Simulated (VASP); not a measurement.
# HfSiO4 (I4_1/amd) in VASP: single point with PBEsol

Aim: the single point of HfSiO4 with PBEsol.

All numbers are computed with VASP 6.6.1; they aren't measurements. Logs are shortened: lines on timing, memory, paths and dates and some standing lists are left out, and cuts for length are marked.

## 1. The cell of the first run

The structure is tetragonal, space group I4_1/amd (No. 141). Conventional cell: a = 6.582 Å, b = 6.582 Å, c = 5.966 Å, α = 90.00°, β = 90.00°, γ = 90.00°. Within 2.8 Å of Hf (site symmetry -4m2) lie 8 O at 2.11 to 2.25 Å. Within 2.2 Å of Si (site symmetry -4m2) lie 4 O at 1.63 Å. Within 2.3 Å of O (site symmetry m) lie 1 Si at 1.63 Å and 2 Hf at 2.11 to 2.25 Å.

## 2. Single point, PBEsol

Input file INCAR:

```
SYSTEM = HfSiO4
PREC     = Accurate       ! precision mode
ENCUT    = 520            ! plane-wave cutoff, eV
EDIFF    = 1E-6           ! SCF threshold, eV
ISMEAR   = 0              ! smearing method
SIGMA    = 0.02           ! smearing width, eV
LREAL    = .FALSE.        ! projectors in reciprocal space
LASPH    = .TRUE.         ! aspherical terms in the spheres
NELM     = 80             ! most SCF steps
ALGO     = Normal         ! electronic algorithm
ISIF     = 2              ! what is computed and relaxed
LWAVE    = .FALSE.        ! write WAVECAR
LCHARG   = .FALSE.        ! write CHGCAR
GGA      = PS             ! functional
NBANDS   = 50             ! bands
```

Input file KPOINTS:

```
regular mesh
0
G
  6 6 6
  0 0 0
```

Input file POSCAR:

```
HfSiO4
1.0
   -3.2910991880      3.2910991880      2.9830503821
    3.2910991880     -3.2910991880      2.9830503821
    3.2910991880      3.2910991880     -2.9830503821
Hf Si O
2 2 8
Direct
    0.7500000000      0.2500000000      0.5000000000
    0.0000000000      0.0000000000      0.0000000000
    0.2500000000      0.7500000000      0.5000000000
    0.5000000000      0.5000000000      0.0000000000
    0.1333343527      0.3181252278      0.8152091249
    0.0681252278      0.7529161029      0.6847908751
    0.5029161029      0.3181252278      0.1847908751
    0.0681252278      0.3833343527      0.3152091249
    0.6166656473      0.9318747722      0.6847908751
    0.6818747722      0.8666656473      0.1847908751
    0.2470838971      0.9318747722      0.3152091249
    0.6818747722      0.4970838971      0.8152091249
```

Potentials or basis: VASP PAW PBE potentials, release 64 (Hf_pv, Si, O).

Started as:

```sh
$ cat potpaw_PBE.64/Hf_pv/POTCAR potpaw_PBE.64/Si/POTCAR potpaw_PBE.64/O/POTCAR > POTCAR
$ mpirun -np 1 vasp_std > vasp.out
```

OUTCAR:

```text
SYSTEM = HfSiO4
   PREC = Accurate
   ENCUT = 520
   EDIFF = 1E-6
   ISMEAR = 0
   LREAL = .FALSE.
   LASPH = .TRUE.
   NELM = 80
   ISIF = 2
   GGA = PS

 ion  position               nearest neighbor table
   1  0.750  0.250  0.500-   5 2.11  10 2.11   7 2.11  12 2.11   8 2.25   9 2.25   6 2.25  11 2.25
                             3 2.98   3 2.98   2 3.61   2 3.61   2 3.61   2 3.61
   2  0.000  0.000  0.000-   8 2.11   9 2.11   6 2.11  11 2.11  10 2.25   5 2.25   7 2.25  12 2.25
                             4 2.98   4 2.98   1 3.61   1 3.61   1 3.61   1 3.61
   3  0.250  0.750  0.500-   6 1.63  11 1.63   9 1.63   8 1.63   1 2.98   1 2.98
   4  0.500  0.500  0.000-   7 1.63  12 1.63  10 1.63   5 1.63   2 2.98   2 2.98
   5  0.133  0.318  0.815-   4 1.63   1 2.11   2 2.25
   6  0.068  0.753  0.685-   3 1.63   2 2.11   1 2.25
   7  0.503  0.318  0.185-   4 1.63   1 2.11   2 2.25
   8  0.068  0.383  0.315-   3 1.63   2 2.11   1 2.25
   9  0.617  0.932  0.685-   3 1.63   2 2.11   1 2.25
  10  0.682  0.867  0.185-   4 1.63   1 2.11   2 2.25
  11  0.247  0.932  0.315-   3 1.63   2 2.11   1 2.25
  12  0.682  0.497  0.815-   4 1.63   1 2.11   2 2.25

  LATTYP: Found a body centered tetragonal cell.
 ALAT       =     6.5821983760
 C/A-ratio  =     0.9063994160

  Lattice vectors:

 A1 = (  -3.2910991880,   3.2910991880,   2.9830503821)
 A2 = (   3.2910991880,  -3.2910991880,   2.9830503821)
 A3 = (   3.2910991880,   3.2910991880,  -2.9830503821)

Analysis of symmetry for initial positions (statically):
=====================================================================
 Subroutine PRICEL returns:
 Original cell was already a primitive cell.

 Routine SETGRP: Setting up the symmetry group for a
 body centered tetragonal supercell.

 Subroutine GETGRP returns: Found 16 space group operations
 (whereof  8 operations were pure point group operations)
 out of a pool of 16 trial point group operations.

The static configuration has the point symmetry D_2d.
 The point group associated with its full space group is D_4h.

Analysis of symmetry for dynamics (positions and initial velocities):
=====================================================================
 Subroutine PRICEL returns:
 Original cell was already a primitive cell.

 Routine SETGRP: Setting up the symmetry group for a
 body centered tetragonal supercell.

 Subroutine GETGRP returns: Found 16 space group operations
 (whereof  8 operations were pure point group operations)
 out of a pool of 16 trial point group operations.

[... 129 lines left out ...]
   POTIM  = 0.5000    time-step for ionic-motion
   TEBEG  =    0.0;   TEEND  =   0.0 temperature during run
   PSTRESS=    0.0 pullay stress
   NELECT =      76.0000    total number of electrons
   NUPDOWN=      -1.0000    fix difference up-down
   EMIN   =  10.00;   EMAX   =-10.00  energy-range for DOS
   EFERMI =   0.00;   METHOD = LEGACY
   ISMEAR =     0;   SIGMA  =   0.02  broadening in eV -4-tet -1-fermi 0-gaus
   EFERMI_NEDOS =   21; number of points for ismear=-14 and -15
   IALGO  =     38    algorithm
   IMIX   =      4    mixing-type and parameters
     AMIX     =   0.40;   BMIX     =  1.00
     AMIX_MAG =   1.60;   BMIX_MAG =  1.00
  volume/ion in A,a.u.               =      10.77        72.68
  Fermi-wavevector in a.u.,A,eV,Ry     =   1.371551  2.591855 25.594616  1.881151
  Thomas-Fermi vector in A             =   2.497237
   LORBIT       =      0    0 simple, 1 ext, 2 COOP (PROOUT), +10 PAW based schemes
   GGA     = PS    functional components
   LHFCALC =     F    Hartree Fock is set to
   AEXX    =    0.0000 exact exchange contribution
   IVDW    =     0    specifies the selected vdW correction
   LEPSILON=     F    determine dielectric tensor
   LRPA    =     F    only Hartree local field effects (RPA)
 non-spin polarized calculation
 Gauss-broadening in eV      SIGMA  =   0.02
  energy-cutoff  :      520.00
  volume of cell :      129.24
 maximum number of plane-waves:      3503
 NGX is ok and might be reduce to    42
   NGX = 21   NGY = 21   NGZ = 21

 number of electron      76.0000005 magnetization

 Free energy of the ion-electron system (eV)
  ---------------------------------------------------
  ext. energy  EPLUGINS =         0.00000000
  ---------------------------------------------------
  free energy    TOTEN  =      -113.44878721 eV

  energy without entropy =     -113.44878721  energy(sigma->0) =     -113.44878721

 E-fermi :   3.3402     XC(G=0): -11.3433

 val. band max:        3.1505477891   @ k =   0.0000   0.0000   0.0000
 cond. band min:       8.4902636806   @ k =   0.3333   0.3333   0.1667
 fundamental gap:      5.3397158915
 Fermi energy:         3.3401748935

 k-point     1 :       0.0000    0.0000    0.0000
  band No.  band energies     occupation
      1     -26.0779      2.00000
      2     -26.0779      2.00000
      3     -26.0020      2.00000
      4     -25.9912      2.00000
      5     -25.8945      2.00000
      6     -25.8945      2.00000
[... 1261 lines left out ...]
     49      11.9889      0.00000
     50      12.5970      0.00000

 [... further k-points ...]
[... 5 lines left out ...]
  --------------------------------------------------------------------------------------
  -------------------------------------------------------------------------------------
  Total       -1.2133913     -1.2133913     -0.8068258      0.0000000      0.0000000      0.0000000
  in kB      -15.0421160    -15.0421160    -10.0020228      0.0000000      0.0000000      0.0000000
  external PRESSURE =     -13.3620849 kB  Pullay stress =       0.0000000 kB

 VOLUME and BASIS-vectors are now :
 -----------------------------------------------------------------------------
  energy-cutoff  :      520.00
  volume of cell :      129.24
      direct lattice vectors                 reciprocal lattice vectors
    -3.291099188  3.291099188  2.983050382     0.000000000  0.151924926  0.167613663
     3.291099188 -3.291099188  2.983050382     0.151924926  0.000000000  0.167613663
     3.291099188  3.291099188 -2.983050382     0.151924926  0.151924926  0.000000000

 POSITION                                       TOTAL-FORCE (eV/Angst)
 -----------------------------------------------------------------------------------
      0.00000      3.29110      1.49153         0.000000     -0.000000      0.000000
      0.00000      0.00000      0.00000        -0.000000     -0.000000      0.000000
      3.29110      0.00000      1.49153        -0.000000     -0.000000      0.000000
      0.00000      0.00000      2.98305         0.000000     -0.000000      0.000000
      3.29110      2.07477     -1.08508        -0.000000     -0.161964     -0.162546
      4.50743      0.00000      0.40644         0.161964     -0.000000     -0.162546
     -0.00000      1.21633      1.89797        -0.000000      0.161964     -0.162546
      2.07477      0.00000      0.40644        -0.161964     -0.000000     -0.162546
      3.29110      1.21633      2.57661         0.000000      0.161964      0.162546
      1.21633     -0.00000      4.06813         0.161964      0.000000      0.162546
      3.29110     -1.21633      2.57661         0.000000     -0.161964      0.162546
      2.07477      3.29110      1.08508        -0.161964     -0.000000      0.162546
 -----------------------------------------------------------------------------------
    total drift:                               -0.000000     -0.000000      0.000000

  FREE ENERGIE OF THE ION-ELECTRON SYSTEM (eV)
  ---------------------------------------------------
  free  energy   TOTEN  =      -113.4487872109 eV

  energy  without entropy=     -113.4487872109  energy(sigma->0) =     -113.44878721
```

stdout:

```text
POSCAR found type information on POSCAR HfSiO
 POSCAR found :  3 types and      12 ions
 scaLAPACK will be used
 -----------------------------------------------------------------------------
|                                                                             |
|                                                                             |
|     You enforced a specific xc type in the INCAR file but a different       |
|     I HOPE YOU KNOW WHAT YOU ARE DOING!                                     |
|                                                                             |
 -----------------------------------------------------------------------------

 LDA part: xc-table for (Slater+PW92), standard interpolation
 POSCAR, INCAR and KPOINTS ok, starting setup
 FFT: planning ... GRIDC
 FFT: planning ... GRID_SOFT
 FFT: planning ... GRID
 WAVECAR not read
 entering main loop
```

Wall time 5 min (1 thread of Intel Xeon 8259CL, shared host); peak memory 0.35 GiB.

Results:

- Free energy: -113.4488 eV
- Pressure: -1.3 GPa
- Largest force: 0.229 eV/Å
- Band gap on the k mesh: 5.34 eV (least direct gap 5.69 eV)

Forces in eV/Å, atoms in the order of the input:
```
Hf   0.000  0.000  0.000
Hf   0.000  0.000  0.000
Si   0.000  0.000  0.000
Si   0.000  0.000  0.000
O    0.000 -0.162 -0.163
O    0.162  0.000 -0.163
O    0.000  0.162 -0.163
O   -0.162  0.000 -0.163
O    0.000  0.162  0.163
O    0.162  0.000  0.163
O    0.000 -0.162  0.163
O   -0.162  0.000  0.163
```

Levels at points of the mesh, in eV from the valence-band top:
| k point | band 36 | band 37 | band 38 | band 39 | band 40 | band 41 |
| --- | --- | --- | --- | --- | --- | --- |
| (0.00, 0.00, 0.00) | -0.58 | -0.55 | 0.00 | 5.73 | 6.00 | 6.06 |
| (0.50, 0.00, 0.00) | -0.83 | -0.26 | -0.20 | 5.62 | 5.77 | 6.55 |
| (0.50, 0.50, 0.00) | -0.93 | -0.61 | -0.61 | 5.34 | 5.34 | 6.48 |
| (0.50, 0.50, 0.50) | -1.11 | -0.88 | -0.88 | 6.23 | 6.23 | 6.52 |

Caveat: the PAW data sets were made with another functional, which shifts forces and pressure a little; spin-orbit coupling is left out, which moves the levels of the heavy elements.
